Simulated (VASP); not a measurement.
# GaP (P6_3/mmc) in VASP: single point with PBE

Aim: the single point of GaP with PBE.

Program: VASP 6.6.1. These are calculated values, not measurements. Logs are shortened: lines on timing, memory, paths and dates and some standing lists are left out, and cuts for length are marked.

**1. The cell of the first run**

It takes space group P6_3/mmc (No. 194, hexagonal). Conventional cell: a = 3.993 Å, b = 3.993 Å, c = 5.929 Å, α = 90.00°, β = 90.00°, γ = 120.00°. Within 3.0 Å of Ga (site symmetry -6m2) lie 5 P at 2.31 to 2.96 Å. Within 3.0 Å of P (site symmetry -6m2) lie 5 Ga at 2.31 to 2.96 Å.

**2. Single point, PBE**

The input, INCAR:

```
PREC = Accurate
ENCUT = 520
EDIFF = 1E-7
ISMEAR = 0
SIGMA = 0.5
LREAL = False
LASPH = True
NELM = 60
ALGO = Normal
ISIF = 2
LWAVE = False
LCHARG = False
GGA = PE
NBANDS = 26
```

The input, KPOINTS:

```
Automatic mesh
0
Gamma
  6 6 4
```

The input, POSCAR:

```
GaP
1.0
    3.9933436476      0.0000000000      0.0000000000
   -1.9966718238      3.4583370449      0.0000000000
    0.0000000000      0.0000000000      5.9289527048
Ga P
2 2
Direct
    0.3333333333      0.6666666667      0.2500000000
    0.6666666667      0.3333333333      0.7500000000
    0.6666666667      0.3333333333      0.2500000000
    0.3333333333      0.6666666667      0.7500000000
```

Potentials or basis: VASP PAW PBE potentials, release 64 (Ga_d, P).

The run is started by

```sh
$ cat potpaw_PBE.64/Ga_d/POTCAR potpaw_PBE.64/P/POTCAR > POTCAR
$ mpirun -np 1 vasp_std > vasp.out
```

OUTCAR:

```text
PREC = Accurate
   ENCUT = 520
   EDIFF = 1E-7
   ISMEAR = 0
   LREAL = False
   LASPH = True
   NELM = 60
   ISIF = 2
   GGA = PE

 ion  position               nearest neighbor table
   1  0.333  0.667  0.250-   3 2.31   3 2.31   3 2.31
   2  0.667  0.333  0.750-   4 2.31   4 2.31   4 2.31
   3  0.667  0.333  0.250-   1 2.31   1 2.31   1 2.31
   4  0.333  0.667  0.750-   2 2.31   2 2.31   2 2.31

  LATTYP: Found a hexagonal cell.
 ALAT       =     3.9933436476
 C/A-ratio  =     1.4847088626

  Lattice vectors:

 A1 = (   3.9933436476,   0.0000000000,   0.0000000000)
 A2 = (  -1.9966718238,   3.4583370449,   0.0000000000)
 A3 = (   0.0000000000,   0.0000000000,   5.9289527048)

Analysis of symmetry for initial positions (statically):
=====================================================================
 Subroutine PRICEL returns:
 Original cell was already a primitive cell.

 Routine SETGRP: Setting up the symmetry group for a
 hexagonal supercell.

 Subroutine GETGRP returns: Found 24 space group operations
 (whereof 12 operations were pure point group operations)
 out of a pool of 24 trial point group operations.

The static configuration has the point symmetry D_3d.
 The point group associated with its full space group is D_6h.

Analysis of symmetry for dynamics (positions and initial velocities):
=====================================================================
 Subroutine PRICEL returns:
 Original cell was already a primitive cell.

 Routine SETGRP: Setting up the symmetry group for a
 hexagonal supercell.

 Subroutine GETGRP returns: Found 24 space group operations
 (whereof 12 operations were pure point group operations)
 out of a pool of 24 trial point group operations.

The dynamic configuration has the point symmetry D_3d.
 The point group associated with its full space group is D_6h.

 Subroutine INISYM returns: Found 24 space group operations
 (whereof 12 operations are pure point group operations),
 and found     1 'primitive' translations

----------------------------------------------------------------------------------------

                                     Primitive cell

  volume of cell :      81.8808

  direct lattice vectors                    reciprocal lattice vectors
     3.993343648  0.000000000  0.000000000     0.250416715  0.144578158  0.000000000
    -1.996671824  3.458337045  0.000000000     0.000000000  0.289156316  0.000000000
     0.000000000  0.000000000  5.928952705     0.000000000  0.000000000  0.168663852

  length of vectors
     3.993343648  3.993343648  5.928952705     0.289156316  0.289156316  0.168663852

  position of ions in fractional coordinates (direct lattice)
     0.333333333  0.666666667  0.250000000
     0.666666667  0.333333333  0.750000000
     0.666666667  0.333333333  0.250000000
     0.333333333  0.666666667  0.750000000

  ion indices of the primitive-cell ions
   primitive index   ion index
                 1           1
                 2           2
                 3           3
                 4           4

----------------------------------------------------------------------------------------

 KPOINTS: Automatic mesh

Automatic generation of k-mesh.
 Grid dimensions read from file:
 generate k-points for:    6    6    4

 Generating k-lattice:

  Cartesian coordinates                     Fractional coordinates (reciprocal lattice)
     0.041736119  0.024096360  0.000000000     0.166666667  0.000000000  0.000000000
     0.000000000  0.048192719  0.000000000     0.000000000  0.166666667  0.000000000
     0.000000000  0.000000000  0.042165963     0.000000000  0.000000000  0.250000000

  Length of vectors
     0.048192719  0.048192719  0.042165963

  Shift w.r.t. Gamma in fractional coordinates (k-lattice)
     0.000000000  0.000000000  0.000000000

 Subroutine IBZKPT returns following result:
 ===========================================

 Found     21 irreducible k-points:

 Following reciprocal coordinates:
            Coordinates               Weight
  0.000000  0.000000  0.000000      1.000000
  0.166667  0.000000  0.000000      6.000000
  0.333333 -0.000000  0.000000      6.000000
  0.500000  0.000000  0.000000      3.000000
  0.166667  0.166667  0.000000      6.000000
  0.333333  0.166667  0.000000     12.000000
[... 13 lines left out ...]
  0.333333  0.166667  0.500000     12.000000
  0.333333  0.333333  0.500000      2.000000
   k-points           NKPTS =     21   k-points in BZ     NKDIM =     21   number of bands    NBANDS=     26
   number of dos      NEDOS =    301   number of ions     NIONS =      4
   total plane-waves  NPLWV =  43200
   dimension x,y,z NGX =    30 NGY =   30 NGZ =   48
   dimension x,y,z NGXF=    60 NGYF=   60 NGZF=   96
   ions per type =               2   2
   NGX,Y,Z   is equivalent  to a cutoff of  12.49, 12.49, 13.46 a.u.
   NGXF,Y,Z  is equivalent  to a cutoff of  24.98, 24.98, 26.92 a.u.
 SYSTEM =  unknown system
   PREC   = accura    normal or accurate (medium, high low for compatibility)
   ISTART =      0    job   : 0-new  1-cont  2-samecut
   ICHARG =      2    charge: 1-file 2-atom 10-const
   ISPIN  =      1    spin polarized calculation?
   LNONCOLLINEAR =      F non collinear calculations
   LSORBIT =      F    spin-orbit coupling
   LASPH  =      T    aspherical Exc in radial PAW
   ENCUT  =  520.0 eV  38.22 Ry    6.18 a.u.   7.42  7.42 11.02*2*pi/ulx,y,z
   NELM   =     60;   NELMIN=  2; NELMDL= -5     # of ELM steps
   EDIFF  = 0.1E-06   stopping-criterion for ELM
   LREAL  =      F    real-space projection
   EDIFFG = 0.1E-05   stopping-criterion for IOM
   NSW    =      0    number of steps for IOM
   IBRION =     -1    ionic relax: 0-MD 1-quasi-New 2-CG
   NFREE  =      0    steps in history (QN), initial steepest desc. (CG)
   ISIF   =      2    stress and relaxation
   ISYM   =      2    0-nonsym 1-usesym 2-fastsym
   POTIM  = 0.5000    time-step for ionic-motion
   TEBEG  =    0.0;   TEEND  =   0.0 temperature during run
   PSTRESS=    0.0 pullay stress
   NELECT =      36.0000    total number of electrons
   NUPDOWN=      -1.0000    fix difference up-down
   EMIN   =  10.00;   EMAX   =-10.00  energy-range for DOS
   EFERMI =   0.00;   METHOD = LEGACY
   ISMEAR =     0;   SIGMA  =   0.50  broadening in eV -4-tet -1-fermi 0-gaus
   EFERMI_NEDOS =   21; number of points for ismear=-14 and -15
   IALGO  =     38    algorithm
   IMIX   =      4    mixing-type and parameters
     AMIX     =   0.40;   BMIX     =  1.00
     AMIX_MAG =   1.60;   BMIX_MAG =  1.00
  volume/ion in A,a.u.               =      20.47       138.14
  Fermi-wavevector in a.u.,A,eV,Ry     =   1.244844  2.352414 21.084093  1.549637
  Thomas-Fermi vector in A             =   2.379093
   LORBIT       =      0    0 simple, 1 ext, 2 COOP (PROOUT), +10 PAW based schemes
   GGA     = PE    functional components
   LHFCALC =     F    Hartree Fock is set to
   AEXX    =    0.0000 exact exchange contribution
   IVDW    =     0    specifies the selected vdW correction
   LEPSILON=     F    determine dielectric tensor
   LRPA    =     F    only Hartree local field effects (RPA)
 non-spin polarized calculation
 Gauss-broadening in eV      SIGMA  =   0.50
  energy-cutoff  :      520.00
  volume of cell :       81.88
 maximum number of plane-waves:      2242
 NGX is ok and might be reduce to    30
   NGX = 15   NGY = 15   NGZ = 23

 number of electron      35.9999982 magnetization

 Free energy of the ion-electron system (eV)
  ---------------------------------------------------
  ext. energy  EPLUGINS =         0.00000000
  ---------------------------------------------------
  free energy    TOTEN  =       -16.84220059 eV

  energy without entropy =      -16.71821433  energy(sigma->0) =      -16.78020746

 E-fermi :   5.0858     XC(G=0):  -9.8237

 val. band max:        5.0636200920   @ k =   0.0000   0.0000   0.5000
 cond. band min:       5.2219740418   @ k =   0.3333  -0.0000   0.0000
 fundamental gap:      0.1583539498
 Fermi energy:         5.0857794369

 k-point     1 :       0.0000    0.0000    0.0000
  band No.  band energies     occupation
      1     -10.3432      2.00000
      2     -10.2472      2.00000
      3     -10.2082      2.00000
      4     -10.2082      2.00000
      5     -10.2080      2.00000
      6     -10.2080      2.00000
[... 18 lines left out ...]
     25      10.4708      0.00000
     26      12.1392      0.00000

 k-point     2 :       0.1667    0.0000    0.0000
  band No.  band energies     occupation
      1     -10.3348      2.00000
      2     -10.2459      2.00000
      3     -10.2104      2.00000
      4     -10.2012      2.00000
      5     -10.1974      2.00000
      6     -10.1948      2.00000
[... 18 lines left out ...]
     25      10.5664      0.00000
     26      11.9165      0.00000

 k-point     3 :       0.3333   -0.0000    0.0000
  band No.  band energies     occupation
      1     -10.3247      2.00000
      2     -10.2631      2.00000
      3     -10.1998      2.00000
      4     -10.1797      2.00000
      5     -10.1743      2.00000
      6     -10.1691      2.00000
[... 18 lines left out ...]
     25      11.5190      0.00000
     26      12.0096      0.00000

 k-point     4 :       0.5000    0.0000    0.0000
  band No.  band energies     occupation
      1     -10.3223      2.00000
      2     -10.2749      2.00000
      3     -10.1920      2.00000
      4     -10.1675      2.00000
      5     -10.1627      2.00000
      6     -10.1564      2.00000
[... 18 lines left out ...]
     25      12.6340      0.00000
     26      12.8917      0.00000
[... 409 lines left out ...]
      1     -10.2821      2.00000
      2     -10.2821      2.00000
      3     -10.2033      2.00000
      4     -10.2033      2.00000
      5     -10.1799      2.00000
      6     -10.1799      2.00000
[... 18 lines left out ...]
     25      11.9329      0.00000
     26      11.9329      0.00000

 k-point    20 :       0.3333    0.1667    0.5000
  band No.  band energies     occupation
      1     -10.2781      2.00000
      2     -10.2781      2.00000
      3     -10.1968      2.00000
      4     -10.1968      2.00000
      5     -10.1659      2.00000
      6     -10.1659      2.00000
[... 18 lines left out ...]
     25      12.1819      0.00000
     26      12.1819      0.00000

 k-point    21 :       0.3333    0.3333    0.5000
  band No.  band energies     occupation
      1     -10.2662      2.00000
      2     -10.2662      2.00000
      3     -10.2008      2.00000
      4     -10.2008      2.00000
      5     -10.1649      2.00000
      6     -10.1649      2.00000
[... 18 lines left out ...]
     25      11.4281      0.00000
     26      11.4281      0.00000

------------------------ aborting loop because EDIFF is reached ----------------------------------------

  FORCE on cell =-STRESS in cart. coord.  units (eV):
  Direction    XX          YY          ZZ          XY          YZ          ZX
  --------------------------------------------------------------------------------------
  -------------------------------------------------------------------------------------
  Total        2.0307041      2.0307041     -0.3347445      0.0000000      0.0000000     -0.0000000
  in kB       39.7351844     39.7351844     -6.5500111      0.0000000      0.0000000     -0.0000000
  external PRESSURE =      24.3067859 kB  Pullay stress =       0.0000000 kB

 VOLUME and BASIS-vectors are now :
 -----------------------------------------------------------------------------
  energy-cutoff  :      520.00
  volume of cell :       81.88
      direct lattice vectors                 reciprocal lattice vectors
     3.993343648  0.000000000  0.000000000     0.250416715  0.144578158  0.000000000
    -1.996671824  3.458337045  0.000000000     0.000000000  0.289156316  0.000000000
     0.000000000  0.000000000  5.928952705     0.000000000  0.000000000  0.168663852

 POSITION                                       TOTAL-FORCE (eV/Angst)
 -----------------------------------------------------------------------------------
     -0.00000      2.30556      1.48224         0.000000     -0.000000      0.000000
      1.99667      1.15278      4.44671         0.000000      0.000000      0.000000
      1.99667      1.15278      1.48224        -0.000000      0.000000      0.000000
     -0.00000      2.30556      4.44671        -0.000000     -0.000000      0.000000
 -----------------------------------------------------------------------------------
    total drift:                                0.000000     -0.000000      0.000000

  FREE ENERGIE OF THE ION-ELECTRON SYSTEM (eV)
  ---------------------------------------------------
  free  energy   TOTEN  =       -16.8422005900 eV

  energy  without entropy=      -16.7182143316  energy(sigma->0) =      -16.78020746
```

Run time: 50 s. Hardware: 1 thread of Intel Xeon Platinum 8259CL at 2.50GHz (Skylake/Cascade Lake), shared host; peak memory 0.21 GiB.

What came out:

| Property | Result |
| --- | --- |
| Free energy | -16.8422 eV |
| Pressure | 2.4 GPa |
| Band gap on the k mesh | zero (bands 18 and 19 overlap by 1.16 eV) |

Caveat: so wide a smearing shifts energies and pressures.
